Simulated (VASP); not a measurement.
**Sn: single point with r2SCAN**

The system is Sn.

```xyz
2
Lattice="0.0000 3.7468 2.4354 3.7468 0.0000 2.4354 3.7468 3.7468 0.0000" Properties=species:S:1:pos:R:3 pbc="T T T"
Sn    3.7468    3.7468    2.4354
Sn    5.6202    5.6202    3.6531
```

This cell differs from its parent crystal: ratio of the length along z to the lengths across it x 0.65, volume and fractional coordinates fixed.

```yaml
Program: VASP 6.6.1
Task: single point
Functional: r2SCAN
Potentials_or_basis: VASP PAW PBE potentials, release 64 (Sn_d)
Cutoff: 520 eV
k_mesh: 14 × 14 × 14
Occupations: gaussian, width 0.15 eV
Spin: no spin polarisation
```

```json
{
  "Pressure": "-1.2 GPa",
  "Band gap on the k mesh": "zero (band 14 reaches 6.27 eV, above the bottom of band 15 at 4.35 eV)"
}
```

Stress tensor (GPa, compression positive):
```
-2.48  0.00  0.00
 0.00 -2.48  0.00
 0.00  0.00  1.49
```

Levels at points of the mesh, in eV from the Fermi level:
| k point | band 12 | band 13 | band 14 | band 15 | band 16 | band 17 |
| --- | --- | --- | --- | --- | --- | --- |
| (0.00, 0.00, 0.00) | -1.09 | -0.51 | -0.51 | 1.71 | 2.06 | 3.93 |
| (0.50, 0.00, 0.00) | -6.17 | -1.91 | -0.87 | -0.22 | 2.78 | 4.12 |
| (0.50, 0.50, 0.00) | -6.65 | -3.52 | -3.52 | 0.22 | 0.22 | 8.51 |
| (0.50, 0.00, 0.50) | -7.89 | -0.95 | -0.95 | 2.42 | 2.42 | 5.18 |

Run time: 12 min on 1 thread of Intel(R) Xeon(R) Platinum 8375C CPU @ 2.90GHz (Ice Lake), with other jobs on the host, peak memory 0.42 GiB.

Caveat: the PAW data sets were made with another functional, which shifts forces and pressure a little; spin-orbit coupling is left out, which moves the levels of the heavy elements.
